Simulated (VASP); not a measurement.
Input of a VASP 6.6.1 run:

Contents of INCAR:

```
  ALGO = Normal
  EDIFF = 1E-6
  EDIFFG = -0.01
  ENCUT = 600
  GGA = PE
  IBRION = 2
  ISIF = 3
  ISMEAR = 0
  LASPH = T
  LCHARG = F
  LREAL = F
  LWAVE = F
  NELM = 60
  NSW = 100
  PREC = Accurate
  SIGMA = 0.1
```

KPOINTS

```
k-points
0
Gamma
  16 16 16
```

The input POSCAR:

```
BeB
1.0
    1.5216961574     -3.3196722317      0.0000000000
    1.5216961574      3.3196722317      0.0000000000
    0.0000000000      0.0000000000      2.9276954401
Be B
2 2
Direct
    0.8625312270      0.1374687730      0.2500000000
    0.1374687730      0.8625312270      0.7500000000
    0.5622370483      0.4377629517      0.2500000000
    0.4377629517      0.5622370483      0.7500000000
```

Potentials or basis: VASP PAW PBE potentials, release 64 (Be, B).

Command:

```sh
$ cat potpaw_PBE.64/Be/POTCAR potpaw_PBE.64/B/POTCAR > POTCAR
$ mpirun -np 1 vasp_std > vasp.out
```

Question: Estimate the relaxed cell.

Answer: a = 3.682 Å, b = 3.682 Å, c = 2.923 Å, α = 90.00°, β = 90.00°, γ = 131.99°.

Question: Estimate the space group after relaxing (to 0.1 Å).

Answer: Cmcm (No. 63).

Question: Predict the band gap on the k mesh.

Answer: Zero (bands 5 and 6 overlap by 6.44 eV).

Step by step:
```csv
step,energy change (eV),largest force (eV/Å),pressure (GPa),volume (Å³)
1,0.0000,0.2279,0.18,29.58
2,-0.0102,0.1039,-0.87,29.61
3,-0.0107,0.1794,-1.15,29.62
4,-0.0146,0.0567,0.23,29.39
5,-0.0147,0.0411,0.49,29.35
6,-0.0151,0.0170,0.07,29.43
7,-0.0151,0.0134,0.01,29.44
8,-0.0151,0.0032,-0.03,29.45
```
